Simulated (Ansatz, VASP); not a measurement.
Two plane-wave programs on MgS

```
Mg S
1.0
     0.00000    2.58840    2.58840
     2.58840    0.00000    2.58840
     2.58840    2.58840    0.00000
Mg S
1 1
Cartesian
  0.0000 0.0000 0.0000
  2.5884 2.5884 2.5884
```

Alike in both runs: task single point; functional PBE; k mesh 8 × 8 × 8; no spin polarisation.

|  | VASP | Ansatz |
| --- | --- | --- |
| version | VASP 6.6.1 | Ansatz 0.2.0 |
| potentials or method | VASP PAW PBE potentials, release 64 (Mg, S) | plane waves, PAW |
| plane-wave cutoff (eV) | 520 | 420 |
| occupations | gaussian, width 0.01 eV | fixed |
| valence electrons in the cell | 8 | 16 |

```tsv
	VASP	Ansatz	Ansatz less VASP
gap on the k mesh at the Fermi level (eV)	2.81	2.82	+0.014
pressure (GPa)	2.1	2.4	+0.31
```

VASP's potentials hold 8 valence electrons a cell and Ansatz's 16, so a difference there can come from the potentials and not from the codes.
